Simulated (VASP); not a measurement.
# TiAl3 in VASP: notebook, part 2 of 2

VASP 6.6.1. Earlier steps stand in the parts before.

## Step 3: Single point, r2SCAN+D3(BJ)

POSCAR

```
TiAl3
1.0
    5.5941640000      0.0000000000      0.0000000000
    0.0000000000      7.9113420000      0.0000000000
    0.0000000000      0.0000000000     15.1956230000
Ti Al
4 12
Direct
    0.0000000000      0.0000000000      0.0658084239
    0.4923881388     -0.0096317414      0.2276181766
    0.0000000000      0.5000036656      0.0658084239
    0.4948371195      0.4904983251      0.2545864687
    0.5000032176      0.0000000000      0.0658084239
    0.2351379044      0.2492750282      0.1335318730
    0.7363745503      0.2554560276      0.1405141467
   -0.0120125188     -0.0049043512      0.2394044654
    0.7100435382      0.2111272651      0.3246658594
    0.2633994999      0.2137816820      0.3129519599
    0.5000032176      0.5000036656      0.0658084239
    0.2796307009      0.7185253779      0.1461736712
    0.7850860289      0.7360192493      0.1622638308
   -0.0056666197      0.4663178510      0.2806466046
    0.7659768287      0.7352861247      0.3459943696
    0.2551587690      0.7742302128      0.3268836033
```

INCAR.step1

```
ALGO = Normal
EDIFF = 1E-4
ENCUT = 520
GGA = PE
ISMEAR = -1
LASPH = T
LCHARG = F
LREAL = Auto
LWAVE = T
NBANDS = 56
NELM = 60
PREC = Accurate
SIGMA = 0.1
```

INCAR.step2

```
ALGO = Normal
EDIFF = 1E-6
ENCUT = 520
ISIF = 2
ISMEAR = -1
ISTART = 1
IVDW = 12
LASPH = T
LCHARG = F
LMIXTAU = T
LREAL = Auto
LWAVE = F
METAGGA = R2SCAN
NBANDS = 56
NELM = 60
PREC = Accurate
SIGMA = 0.1
VDW_A1 = 0.49484001
VDW_A2 = 5.73083694
VDW_S6 = 1.0
VDW_S8 = 0.78981345
```

KPOINTS

```
k-points
0
Gamma
  3 2 1
```

Potentials or basis: VASP PAW PBE potentials, release 64 (Ti_sv, Al).

The run is started by

```console
cat potpaw_PBE.64/Ti_sv/POTCAR potpaw_PBE.64/Al/POTCAR > POTCAR
cp INCAR.step1 INCAR
mpirun -np 1 vasp_std > vasp.out
cp INCAR.step2 INCAR
mpirun -np 1 vasp_std > vasp.out
```

OUTCAR:

```text
EDIFF = 1E-6
   ENCUT = 520
   ISIF = 2
   ISMEAR = -1
   ISTART = 1
   IVDW = 12
   LASPH = T
   LREAL = Auto
   METAGGA = R2SCAN
   NELM = 60
   PREC = Accurate
 IVDW          = 12

 ion  position               nearest neighbor table
   1  0.000  0.000  0.066-   6 2.58   8 2.64   7 2.75   5 2.80   5 2.80  13 2.82  12 2.98
   2  0.492  0.990  0.228-   5 2.46  10 2.54   9 2.59  16 2.64  12 2.75  13 2.78   8 2.78   8 2.83
                             7 2.83   6 2.88  15 3.11
   3  0.000  0.500  0.066-   6 2.59  12 2.63  13 2.66   7 2.68  11 2.80  11 2.80
   4  0.495  0.490  0.255-  10 2.69  12 2.72   9 2.73  15 2.82  14 2.83  14 2.83  16 2.84  11 2.87
                             7 2.88  13 2.89   6 3.02
   5  0.500  0.000  0.066-   2 2.46   7 2.67   6 2.67   1 2.80   1 2.80  12 2.82  13 3.01
   6  0.235  0.249  0.134-   1 2.58   3 2.59   5 2.67  11 2.68  10 2.75   7 2.79   7 2.81   2 2.88
                             8 2.92   4 3.02  14 3.12
   7  0.736  0.255  0.141-  11 2.60   5 2.67   3 2.68   1 2.75   6 2.79   6 2.81   9 2.82   2 2.83
                             4 2.88   8 2.91  14 3.07
   8  0.988  0.995  0.239-  10 2.57  13 2.62   1 2.64   9 2.65  16 2.66   2 2.78   2 2.83  15 2.90
                             7 2.91   6 2.92  12 3.08
   9  0.710  0.211  0.325-  10 2.51   2 2.59   8 2.65  14 2.66   4 2.73   7 2.82  10 3.10
  10  0.263  0.214  0.313-   9 2.51   2 2.54  14 2.55   8 2.57   4 2.69   6 2.75   9 3.10
  11  0.500  0.500  0.066-  12 2.45   7 2.60   6 2.68   3 2.80   3 2.80  13 2.86   4 2.87
  12  0.280  0.719  0.146-  11 2.45   3 2.63   4 2.72   2 2.75  13 2.78  16 2.78   5 2.82  13 2.84
                             1 2.98   8 3.08  14 3.27
  13  0.785  0.736  0.162-   8 2.62   3 2.66   2 2.78  12 2.78  15 2.79   1 2.82  12 2.84  11 2.86
                             4 2.89   5 3.01  14 3.03
  14  0.994  0.466  0.281-  10 2.55   9 2.66  15 2.67   4 2.83   4 2.83  16 2.93  13 3.03   7 3.07
                             6 3.12  12 3.27
  15  0.766  0.735  0.346-  14 2.67  16 2.77  13 2.79   4 2.82  16 2.89   8 2.90   2 3.11
  16  0.255  0.774  0.327-   2 2.64   8 2.66  15 2.77  12 2.78   4 2.84  15 2.89  14 2.93

  LATTYP: Found a simple orthorhombic cell.
 ALAT       =     5.5941640000
 B/A-ratio  =     1.4142134553
 C/A-ratio  =     2.7163349162

  Lattice vectors:

 A1 = (   5.5941640000,   0.0000000000,   0.0000000000)
 A2 = (   0.0000000000,   7.9113420000,   0.0000000000)
[... 166 lines left out ...]
 non-spin polarized calculation
  energy-cutoff  :      520.00
  volume of cell :      672.52
 maximum number of plane-waves:     18120
 NGX is ok and might be reduce to    42
   NGX = 21   NGY = 29   NGZ = 57

 number of electron      83.9999992 magnetization

 Free energy of the ion-electron system (eV)
  ---------------------------------------------------
  ext. energy  EPLUGINS =         0.00000000
  ---------------------------------------------------
  free energy    TOTEN  =      -128.21029431 eV

  energy without entropy =     -127.84309556  energy(sigma->0) =     -128.02669494

 E-fermi :   0.8169     XC(G=0):  -5.4951

 val. band max:        0.8136020981   @ k =   0.3333   0.5000   0.0000
 cond. band min:       0.8294316925   @ k =   0.3333   0.0000   0.0000
 fundamental gap:      0.0158295944
 Fermi energy:         0.8169050744

 k-point     1 :       0.0000    0.0000    0.0000
  band No.  band energies     occupation
      1     -58.7295      2.00000
      2     -58.6790      2.00000
      3     -58.4101      2.00000
      4     -58.0625      2.00000
      5     -34.2155      2.00000
      6     -34.0516      2.00000
[... 217 lines left out ...]
     53       2.4704      0.00000
     54       2.5787      0.00000
 [bands above 54 left out]

------------------------ aborting loop because EDIFF is reached ----------------------------------------

 Edisp (eV)   -1.70375

 E8    (eV) :    -0.6534

  FORCE on cell =-STRESS in cart. coord.  units (eV):
  Direction    XX          YY          ZZ          XY          YZ          ZX
  --------------------------------------------------------------------------------------
  -------------------------------------------------------------------------------------
  Total      -9.61008    -0.29938     5.25844    -1.18863     4.06430    -0.16181
  in kB     -22.89464    -0.71322    12.52747    -2.83174     9.68262    -0.38549
  external pressure =       -3.69 kB  Pullay stress =        0.00 kB

 VOLUME and BASIS-vectors are now :
 -----------------------------------------------------------------------------
  energy-cutoff  :      520.00
  volume of cell :      672.52
      direct lattice vectors                 reciprocal lattice vectors
     5.594164000  0.000000000  0.000000000     0.178757720  0.000000000  0.000000000
     0.000000000  7.911342000  0.000000000     0.000000000  0.126400805  0.000000000
     0.000000000  0.000000000 15.195623000     0.000000000  0.000000000  0.065808424

 POSITION                                       TOTAL-FORCE (eV/Angst)
 -----------------------------------------------------------------------------------
      0.00000      0.00000      1.00000        -0.169130     -0.985195     -0.002278
      2.75450      7.83514      3.45880         0.324010     -0.544389      0.636460
      0.00000      3.95570      1.00000        -0.149155     -0.005604      0.450865
      2.76820      3.88050      3.86860         0.341859      0.078413     -0.508095
      2.79710      0.00000      1.00000         0.064173     -0.512220     -1.949302
      1.31540      1.97210      2.02910         0.468765      0.087406      0.772365
[... 8 lines left out ...]
      4.28500      5.81710      5.25760        -0.276813      0.425895     -0.478696
      1.42740      6.12520      4.96720        -0.230087     -0.858311      0.439146
 -----------------------------------------------------------------------------------
    total drift:                                0.014571      0.006143      0.016221

  FREE ENERGIE OF THE ION-ELECTRON SYSTEM (eV)
  ---------------------------------------------------
  free  energy   TOTEN  =      -129.9140474106 eV

  energy  without entropy=     -129.5468486576  energy(sigma->0) =     -129.73044803
```

OSZICAR.step1:

```text
N       E                     dE             d eps       ncg     rms          rms(c)
DAV:   1     0.618514259283E+03    0.61851E+03   -0.36277E+04   544   0.124E+03
DAV:   2    -0.103500606704E+02   -0.62886E+03   -0.61421E+03   536   0.330E+02
DAV:   3    -0.725880598943E+02   -0.62238E+02   -0.61345E+02   696   0.939E+01
[... 15 lines left out ...]
DAV:  19    -0.720597116044E+02   -0.19825E-02   -0.49183E-04   448   0.912E-02    0.376E-02
DAV:  20    -0.720610391188E+02   -0.13275E-02   -0.19553E-04   416   0.657E-02    0.149E-02
DAV:  21    -0.720614804119E+02   -0.44129E-03   -0.61155E-05   376   0.351E-02    0.106E-02
DAV:  22    -0.720615888278E+02   -0.10842E-03   -0.18987E-05   344   0.203E-02    0.463E-03
DAV:  23    -0.720616001995E+02   -0.11372E-04   -0.45811E-06   296   0.782E-03
   1 F= -.72061600E+02 E0= -.71859789E+02  d E =-.403623E+00
```

Run time: 24 min. Hardware: 1 thread of Intel Xeon Platinum 8488C (Sapphire Rapids), shared host; peak memory 0.72 GiB.

Results:

```yaml
Free_energy: -129.9140 eV
Largest_force: 2.016 eV/Å
Band_gap_on_the_k_mesh: zero (bands 42 and 43 overlap by 0.02 eV)
Dispersion_energy_per_atom: -0.106 eV
```

Forces on the atoms (eV/Å):
```
Ti  -0.169 -0.985 -0.002
Ti   0.324 -0.544  0.636
Ti  -0.149 -0.006  0.451
Ti   0.342  0.078 -0.508
Al   0.064 -0.512 -1.949
Al   0.469  0.087  0.772
Al   0.329 -0.280  0.511
Al   0.044 -0.061  0.432
Al   1.115  0.385  0.347
Al  -0.824  0.379  1.101
Al   0.542 -0.278 -1.000
Al  -0.948  1.605  0.353
Al  -0.624 -0.236 -0.406
Al  -0.009  0.800 -0.699
Al  -0.277  0.426 -0.479
Al  -0.230 -0.858  0.439
```

Levels at points of the mesh, in eV from the Fermi level:
```csv
k point,band 39,band 40,band 41,band 42,band 43,band 44,band 45,band 46
"(0.00, 0.00, 0.00)",-0.64,-0.58,-0.47,-0.19,0.19,0.35,0.47,0.77
"(0.00, 0.50, 0.00)",-0.69,-0.57,-0.51,-0.21,0.11,0.25,0.46,0.53
```

Caveat: the k points lie up to 0.40 Å⁻¹ apart; the PAW data sets were made with another functional, which shifts forces and pressure a little.
